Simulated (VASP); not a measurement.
A run of VASP 6.6.1 is set up as follows.

Contents of INCAR:

```
ALGO = Normal ; EDIFF = 1E-6
ENCUT = 520 ; GGA = PS
ISIF = 2 ; ISMEAR = 0
LASPH = T ; LCHARG = F
LREAL = F ; LWAVE = F
NBANDS = 12 ; NELM = 60
PREC = Accurate ; SIGMA = 0.05
```

Contents of KPOINTS:

```
k-points
0
Gamma
  8 8 8
```

The input POSCAR:

```
LiCl
1.0
    1.3571009073      3.3927522684      3.3927522684
    3.3927522684      1.3571009073      3.3927522684
    3.3927522684      3.3927522684      1.3571009073
Li Cl
1 1
Direct
    0.0000000000      0.0000000000      0.0000000000
    0.5000000000      0.5000000000      0.5000000000
```

Potentials or basis: VASP PAW PBE potentials, release 64 (Li_sv, Cl).

Launch:

```bash
$ cat potpaw_PBE.64/Li_sv/POTCAR potpaw_PBE.64/Cl/POTCAR > POTCAR
$ mpirun -np 1 vasp_std > vasp.out
```

Task: Predict the band gap on the k mesh.

Result: Zero (bands 5 and 6 overlap by 0.57 eV).
